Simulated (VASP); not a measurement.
Here is a VASP 6.6.1 calculation.

The input INCAR:

```
SYSTEM = V3F
  PREC = Accurate
  ENCUT = 520
  EDIFF = 1E-6
  ISMEAR = 0
  SIGMA = 0.1
  LREAL = .FALSE.
  LASPH = .TRUE.
  NELM = 100
  ALGO = Normal
  ISIF = 2
  LWAVE = .FALSE.
  LCHARG = .FALSE.
  GGA = PE
  NBANDS = 31
```

KPOINTS

```
Automatic mesh
0
G
  14 14 14
  0 0 0
```

The input POSCAR:

```
V3F
1.0
    0.0000000000      2.9547216341      2.9547216341
    2.9547216341      0.0000000000      2.9547216341
    2.9547216341      2.9547216341      0.0000000000
V F
3 1
Direct
    0.5000000000      0.5000000000      0.5000000000
    0.2500000000      0.2500000000      0.2500000000
    0.7500000000      0.7500000000      0.7500000000
    0.0000000000      0.0000000000      0.0000000000
```

Potentials or basis: VASP PAW PBE potentials, release 64 (V_sv, F).

Launch:

```console
$ cat potpaw_PBE.64/V_sv/POTCAR potpaw_PBE.64/F/POTCAR > POTCAR
$ mpirun -np 1 vasp_std > vasp.out
```

Question: What does it give for the pressure?

Answer: 0.1 GPa.

Question: What does it give for the band gap on the k mesh?

Answer: Zero (bands 23 and 24 overlap by 0.17 eV).

Caveat: the run has no spin polarisation, though such a crystal can be magnetic. With open d or f shells a metallic result of PBE can be an artefact of self-interaction; +U or a hybrid may open a gap.
